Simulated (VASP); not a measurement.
# Ga2O3 (R-3c) in VASP: further runs, part 2 of 2

VASP 6.6.1.

**3. Single point, PBE**

This run uses another cell than the first one: it holds 40 atoms, not 10.

Contents of INCAR:

```
SYSTEM = Ga2O3
PREC = Accurate
ENCUT = 520
EDIFF = 1E-6
ISMEAR = 0
SIGMA = 0.01
LREAL = Auto
LASPH = .True.
NELM = 80
ALGO = Normal
ISIF = 2
LWAVE = .False.
LCHARG = .False.
GGA = PE
NBANDS = 202
```

Contents of KPOINTS:

```
Automatic mesh
0
Gamma
  2 2 2
  0.5 0.5 0.5
```

Contents of POSCAR:

```
Ga2O3
1.0
   -5.0575614952     -2.9199844907      4.5409452388
    5.0575614952     -2.9199844907      4.5409452388
    0.0000000000      5.8399689814      4.5409452388
Ga O
16 24
Direct
    0.3558404579      0.3558404579      0.3558404579
    0.8558404579      0.8558404579      0.3558404579
    0.8558404579      0.3558404579      0.8558404579
    0.3558404579      0.8558404579      0.8558404579
    0.1441595421      0.1441595421      0.1441595421
    0.6441595421      0.6441595421      0.1441595421
    0.6441595421      0.1441595421      0.6441595421
    0.1441595421      0.6441595421      0.6441595421
    0.6441595421      0.6441595421      0.6441595421
    0.1441595421      0.1441595421      0.6441595421
    0.1441595421      0.6441595421      0.1441595421
    0.6441595421      0.1441595421      0.1441595421
    0.8558404579      0.8558404579      0.8558404579
    0.3558404579      0.3558404579      0.8558404579
    0.3558404579      0.8558404579      0.3558404579
    0.8558404579      0.3558404579      0.3558404579
    0.5984341711      0.4015658288      0.7500000000
    0.0984341712      0.9015658288      0.7500000000
    0.0984341711      0.4015658288      0.2500000000
    0.5984341711      0.9015658288      0.2500000000
    0.7500000000      0.5984341712      0.4015658288
    0.2500000000      0.0984341712      0.4015658288
    0.2500000000      0.5984341712      0.9015658288
    0.7500000000      0.0984341711      0.9015658288
    0.4015658288      0.7500000000      0.5984341711
    0.9015658288      0.2500000000      0.5984341711
    0.9015658288      0.7500000000      0.0984341712
    0.4015658288      0.2500000000      0.0984341711
    0.4015658288      0.5984341712      0.2500000000
    0.9015658288      0.0984341712      0.2500000000
    0.9015658288      0.5984341712      0.7500000000
    0.4015658288      0.0984341712      0.7500000000
    0.2500000000      0.4015658288      0.5984341712
    0.7500000000      0.9015658288      0.5984341712
    0.7500000000      0.4015658288      0.0984341712
    0.2500000000      0.9015658288      0.0984341712
    0.5984341712      0.2500000000      0.4015658288
    0.0984341712      0.7500000000      0.4015658288
    0.0984341712      0.2500000000      0.9015658288
    0.5984341712      0.7500000000      0.9015658288
```

Potentials or basis: VASP PAW PBE potentials, release 64 (Ga_d, O).

On the command line:

```console
$ cat potpaw_PBE.64/Ga_d/POTCAR potpaw_PBE.64/O/POTCAR > POTCAR
$ mpirun -np 1 vasp_std > vasp.out
```

OUTCAR:

```text
SYSTEM = Ga2O3
   PREC = Accurate
   ENCUT = 520
   EDIFF = 1E-6
   ISMEAR = 0
   LREAL = Auto
   LASPH = .True.
   NELM = 80
   ISIF = 2
   GGA = PE

 ion  position               nearest neighbor table
   1  0.356  0.356  0.356-  37 1.95  29 1.95  33 1.95  22 2.10  19 2.10  28 2.10   5 2.88
   2  0.856  0.856  0.356-  38 1.95  30 1.95  34 1.95  27 2.10  21 2.10  20 2.10   6 2.88
   3  0.856  0.356  0.856-  39 1.95  31 1.95  35 1.95  17 2.10  26 2.10  24 2.10   7 2.88
   4  0.356  0.856  0.856-  40 1.95  32 1.95  36 1.95  18 2.10  23 2.10  25 2.10   8 2.88
   5  0.144  0.144  0.144-  36 1.95  30 1.95  39 1.95  22 2.10  19 2.10  28 2.10   1 2.88
   6  0.644  0.644  0.144-  35 1.95  29 1.95  40 1.95  27 2.10  21 2.10  20 2.10   2 2.88
[... 8 lines left out ...]
  15  0.356  0.856  0.356-  20 1.95  25 1.95  22 1.95  29 2.10  36 2.10  38 2.10  11 2.88
  16  0.856  0.356  0.356-  19 1.95  26 1.95  21 1.95  30 2.10  35 2.10  37 2.10  12 2.88
  17  0.598  0.402  0.750-  14 1.95   9 1.95   7 2.10   3 2.10
[... 30 lines left out ...]
 A1 = (  -5.0575614952,  -2.9199844907,   4.5409452388)
 A2 = (   5.0575614952,  -2.9199844907,   4.5409452388)
 A3 = (   0.0000000000,   5.8399689814,   4.5409452388)

Analysis of symmetry for initial positions (statically):
[... 395 lines left out ...]
      5     -13.3952      2.00000
      6     -13.3149      2.00000
[... 180 lines left out ...]
    187      11.0658      0.00000
    188      11.1137      0.00000
 [bands above 188 left out]

------------------------ aborting loop because EDIFF is reached ----------------------------------------

  FORCE on cell =-STRESS in cart. coord.  units (eV):
  Direction    XX          YY          ZZ          XY          YZ          ZX
  --------------------------------------------------------------------------------------
  -------------------------------------------------------------------------------------
  Total        2.6474644      2.6474644      2.2012437     -0.0000000      0.0000000      0.0000000
  in kB       10.5419629     10.5419629      8.7651527     -0.0000000      0.0000000      0.0000000
  external PRESSURE =       9.9496928 kB  Pullay stress =       0.0000000 kB

 VOLUME and BASIS-vectors are now :
 -----------------------------------------------------------------------------
  energy-cutoff  :      520.00
  volume of cell :      402.36
      direct lattice vectors                 reciprocal lattice vectors
    -5.057561495 -2.919984491  4.540945239    -0.098861873 -0.057077929  0.073406156
     5.057561495 -2.919984491  4.540945239     0.098861873 -0.057077929  0.073406156
     0.000000000  5.839968981  4.540945239     0.000000000  0.114155857  0.073406156

 POSITION                                       TOTAL-FORCE (eV/Angst)
 -----------------------------------------------------------------------------------
      0.00000      0.00000      4.84756         0.000000      0.000000      0.009936
      0.00000     -2.91998      9.38850         0.000000      0.000000      0.009936
     -2.52878      1.45999      9.38850         0.000000      0.000000      0.009936
      2.52878      1.45999      9.38850         0.000000      0.000000      0.009936
      0.00000      0.00000      1.96386         0.000000     -0.000000     -0.009936
      0.00000     -2.91998      6.50481         0.000000      0.000000     -0.009936
[... 32 lines left out ...]
      0.76655      4.24769      5.67618         0.000042      0.000073     -0.000000
      0.76655      1.32771     10.21713         0.000042      0.000073     -0.000000
 -----------------------------------------------------------------------------------
    total drift:                               -0.000001      0.000001      0.000003

  FREE ENERGIE OF THE ION-ELECTRON SYSTEM (eV)
  ---------------------------------------------------
  free  energy   TOTEN  =      -237.5952508466 eV

  energy  without entropy=     -237.5952508466  energy(sigma->0) =     -237.59525085
```

stdout:

```text
POSCAR found type information on POSCAR GaO
 POSCAR found :  2 types and      40 ions
 scaLAPACK will be used
 LDA part: xc-table for (Slater+PW92), standard interpolation
 POSCAR, INCAR and KPOINTS ok, starting setup
 FFT: planning ... GRIDC
 FFT: planning ... GRID_SOFT
 FFT: planning ... GRID
 WAVECAR not read
 entering main loop
```

It took 7.6 min on 1 thread of Intel Xeon Platinum 8259CL at 2.50GHz (Skylake/Cascade Lake), shared host; peak memory 0.46 GiB.

What came out:

| Item | Value |
| --- | --- |
| Free energy | -237.5953 eV |
| Pressure | 1.0 GPa |
| Largest force | 0.010 eV/Å |
| Band gap on the k mesh | 3.80 eV |

Forces on the atoms (eV/Å):
```
Ga   0.000  0.000  0.010
Ga   0.000  0.000  0.010
Ga   0.000  0.000  0.010
Ga   0.000  0.000  0.010
Ga   0.000  0.000 -0.010
Ga   0.000  0.000 -0.010
Ga   0.000  0.000 -0.010
Ga   0.000  0.000 -0.010
Ga   0.000  0.000 -0.010
Ga   0.000  0.000 -0.010
Ga   0.000  0.000 -0.010
Ga   0.000  0.000 -0.010
Ga   0.000  0.000  0.010
Ga   0.000  0.000  0.010
Ga   0.000  0.000  0.010
Ga   0.000  0.000  0.010
O    0.000  0.000  0.000
O    0.000  0.000  0.000
O    0.000  0.000  0.000
O    0.000  0.000  0.000
O    0.000  0.000  0.000
O    0.000  0.000  0.000
O    0.000  0.000  0.000
O    0.000  0.000  0.000
O    0.000  0.000  0.000
O    0.000  0.000  0.000
O    0.000  0.000  0.000
O    0.000  0.000  0.000
O    0.000  0.000  0.000
O    0.000  0.000  0.000
O    0.000  0.000  0.000
O    0.000  0.000  0.000
O    0.000  0.000  0.000
O    0.000  0.000  0.000
O    0.000  0.000  0.000
O    0.000  0.000  0.000
O    0.000  0.000  0.000
O    0.000  0.000  0.000
O    0.000  0.000  0.000
O    0.000  0.000  0.000
```

Stress tensor (GPa, compression positive):
```
1.05 0.00 0.00
0.00 1.05 0.00
0.00 0.00 0.88
```

Caveat: a shifted mesh leaves out Γ, where band edges can lie.
